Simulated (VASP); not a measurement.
Ca: single point with PBE+D4

Crystal: Ca.

```xyz
1
Lattice="0.0000 2.7942 2.7942 2.7942 0.0000 2.7942 2.7942 2.7942 0.0000" Properties=species:S:1:pos:R:3 pbc="T T T"
Ca    0.0000    0.0000    0.0000
```

- Program: VASP 6.6.1
- Task: single point
- Functional: PBE
- Dispersion: D4
- Potentials or basis: VASP PAW PBE potentials, release 64 (Ca_sv)
- Cutoff: 520 eV
- k mesh: 8 × 8 × 8
- Occupations: fermi-dirac, width 0.1 eV
- Spin: no spin polarisation

| Property | Result |
| --- | --- |
| Pressure | -1.1 GPa |
| Band gap on the k mesh | zero (bands 5 and 6 overlap by 0.40 eV) |
| Dispersion energy per atom | -0.169 eV |

Levels at points of the mesh, in eV from the Fermi level:
```
           k point  band 1  band 2  band 3  band 4  band 5  band 6  band 7  band 8  band 9  band 10
(0.00, 0.00, 0.00)  -42.06  -22.99  -22.99  -22.99   -3.94    2.32    2.32    2.32    3.35     3.35
(0.50, 0.00, 0.00)  -42.05  -23.11  -23.00  -23.00   -0.95   -0.16    2.21    2.21    4.01     4.01
(0.50, 0.50, 0.00)  -42.05  -23.10  -23.03  -23.03   -0.40    0.62    0.93    4.00    4.18     4.18
```

It took 34 s on 1 thread of Intel Xeon 8259CL, on a shared host, peak memory 0.17 GiB.
